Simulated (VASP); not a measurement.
# AlN: single point with LDA

The system is AlN.

```
Al N
1.0
     3.29235    0.00000    0.00000
    -1.64617    2.85126    0.00000
     0.00000    0.00000    4.13696
Al N
2 2
Direct
  0.33333 0.66667 0.25000
  0.66667 0.33333 0.75000
  0.66667 0.33333 0.25000
  0.33333 0.66667 0.75000
```

* Program: VASP 6.6.1
* Task: single point
* Functional: LDA
* Potentials or basis: VASP PAW LDA potentials, release 64 (Al, N)
* Cutoff: 520 eV
* k mesh: 12 × 12 × 6
* Occupations: gaussian, width 0.01 eV
* Spin: no spin polarisation
* Dipole correction: no
* Further INCAR settings: ALGO = Normal; EDIFF = 1e-06; NBANDS = 16

- Pressure: -3.5 GPa
- Band gap on the k mesh: 3.48 eV, direct

Stress tensor (GPa, compression positive):
```
-3.37  0.00  0.00
 0.00 -3.37  0.00
 0.00  0.00 -3.71
```

Levels at points of the mesh, in eV from the valence-band top:
```csv
k point,band 4,band 5,band 6,band 7,band 8,band 9,band 10,band 11,band 12,band 13
"(0.00, 0.00, 0.00)",-3.34,-3.34,-1.62,-1.62,0.00,3.48,4.44,8.16,8.16,11.25
"(0.50, 0.00, 0.00)",-4.84,-4.58,-4.30,-2.97,-1.43,3.78,7.17,7.28,9.12,9.43
"(0.00, 0.00, 0.50)",-3.71,-2.52,-2.52,-2.52,-2.52,5.74,5.74,8.34,8.34,8.34
"(0.50, 0.00, 0.50)",-7.40,-3.30,-3.30,-1.77,-1.77,5.07,5.07,9.39,9.39,11.56
```

Wall time 22 s on 1 thread of Intel(R) Xeon(R) Platinum 8259CL CPU @ 2.50GHz (Skylake/Cascade Lake), with other jobs on the host, peak memory 0.15 GiB.

A k mesh can miss the band edges. LDA gaps usually lie below the measured ones, often by a third to a half.
